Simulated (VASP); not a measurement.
Input of a VASP 6.6.1 run:

INCAR

```
PREC     = Accurate       # precision mode
ENCUT    = 520            # plane-wave cutoff, eV
EDIFF    = 1E-6           # SCF threshold, eV
ISMEAR   = -1             # smearing method
SIGMA    = 0.05           # smearing width, eV
LREAL    = False          # projectors in reciprocal space
LASPH    = True           # aspherical terms in the spheres
NELM     = 150            # most SCF steps
ALGO     = Normal         # electronic algorithm
ISIF     = 2              # what is computed and relaxed
LWAVE    = False          # write WAVECAR
LCHARG   = False          # write CHGCAR
LNONCOLLINEAR= True           # non-collinear magnetism
MAGMOM   = 0 0 0 0 0 0    # initial moments
LORBIT   = 11             # projections on sites
LSORBIT  = True           # spin-orbit coupling
GGA_COMPAT= False        
LORBMOM  = True         
LMAXMIX  = 4              # l up to which the mixer works
GGA      = PS             # functional
NBANDS   = 28             # bands
```

File KPOINTS:

```
regular mesh
0
Gamma
  8 8 8
```

POSCAR

```
TaN
1.0
    0.0000000000      2.2113230000      2.2113230000
    2.2113230000      0.0000000000      2.2113230000
    2.2113230000      2.2113230000      0.0000000000
Ta N
1 1
Direct
    0.5000000000      0.5000000000      0.5000000000
    0.0000000000      0.0000000000      0.0000000000
```

Potentials or basis: VASP PAW PBE potentials, release 64 (Ta_pv, N).

The run is started by

```console
$ cat potpaw_PBE.64/Ta_pv/POTCAR potpaw_PBE.64/N/POTCAR > POTCAR
$ mpirun -np 1 vasp_ncl > vasp.out
```

What does it give for the net moment?

0.00 μB per cell.

What does it give for the pressure?

-9.0 GPa.

Moments on the atoms (μB; x, y, z):
```
Ta  0.00 0.00 0.00
N   0.00 0.00 0.00
```

Caveat: the PAW data sets were made with another functional, which shifts forces and pressure a little.
